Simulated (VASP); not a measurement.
Wanted: the native input for a VASP 6.6.1 run.

| Property | Result |
| --- | --- |
| Task | relaxation of cell and atoms |
| Functional | PBE |
| Potentials or basis | VASP PAW PBE potentials, release 64 (Ti_sv, Ga_d, C, N) |
| Cutoff | 600 eV |
| k mesh | 4 × 4 × 4 |
| Occupations | gaussian, width 0.1 eV |
| Spin | collinear spin |
| Starting moments | [1.0, 0.0, 0.0, 0.0, 0.0, 0.0, 0.0, 0.0, 0.0, 0.0] μB |
| Dipole correction | no |
| Further INCAR settings | ALGO = Normal; EDIFF = 1e-06; IBRION = 2; EDIFFG = -0.04; NSW = 90; ISIF = 3 |

The structure of TiGaC4N4 lies in POSCAR:

```
TiGaC4N4
1.0
    5.8843539400      0.0000000000      0.0000000000
    0.0000000000      5.8843539400      0.0000000000
    0.0000000000      0.0000000000      5.8843539400
Ti Ga C N
1 1 4 4
Direct
    0.5000000000      0.5000000000      0.5000000000
    0.0000000000      0.0000000000      0.0000000000
    0.1860282600      0.1860282600      0.1860282600
    0.1860282600      0.8139717400      0.8139717400
    0.8139717400      0.1860282600      0.8139717400
    0.8139717400      0.8139717400      0.1860282600
    0.3008241800      0.3008241800      0.3008241800
    0.3008241800      0.6991758200      0.6991758200
    0.6991758200      0.3008241800      0.6991758200
    0.6991758200      0.6991758200      0.3008241800
```

These files were run (other wordings do the same):

INCAR

```
PREC = Accurate ; ENCUT = 600
EDIFF = 1E-6 ; ISMEAR = 0
SIGMA = 0.1 ; LREAL = False
LASPH = True ; NELM = 150
ALGO = Normal ; ISIF = 3
LWAVE = False ; LCHARG = False
ISPIN = 2 ; MAGMOM = 1 0 0 0 0 0 0 0 0 0
LORBIT = 11 ; LMAXMIX = 4
GGA = PE ; IBRION = 2
NSW = 90 ; EDIFFG = -0.04
```

KPOINTS

```
Automatic mesh
0
Gamma
  4 4 4
```

Potentials or basis: VASP PAW PBE potentials, release 64 (Ti_sv, Ga_d, C, N).

The run is started by

```bash
$ cat potpaw_PBE.64/Ti_sv/POTCAR potpaw_PBE.64/Ga_d/POTCAR potpaw_PBE.64/C/POTCAR potpaw_PBE.64/N/POTCAR > POTCAR
$ mpirun -np 1 vasp_std > vasp.out
```

It gave:

```json
{
  "Relaxed volume": "21.22 Å³/atom",
  "Relaxed cell": "a = 5.964 Å, b = 5.964 Å, c = 5.964 Å, α = 90.00°, β = 90.00°, γ = 90.00°",
  "Space group after relaxing (to 0.1 Å)": "P-43m (No. 215)",
  "Energy gained by relaxing": "17.6 meV/atom",
  "Ionic steps": "15",
  "Pressure after relaxing": "0.0 GPa",
  "Largest force after relaxing": "0.007 eV/Å",
  "Net moment": "2.78 μB per cell",
  "Site moments": "Ti +1.31; Ga +0.03; C +0.13; N -0.03 μB",
  "Valence electrons inside the program's atomic spheres": "Ti 10.30; Ga 11.86; C 2.58; N 3.88"
}
```

Wall time 44 min on 1 thread of Oxide Virtual Turin-like Processor (shared host), peak memory 0.48 GiB.
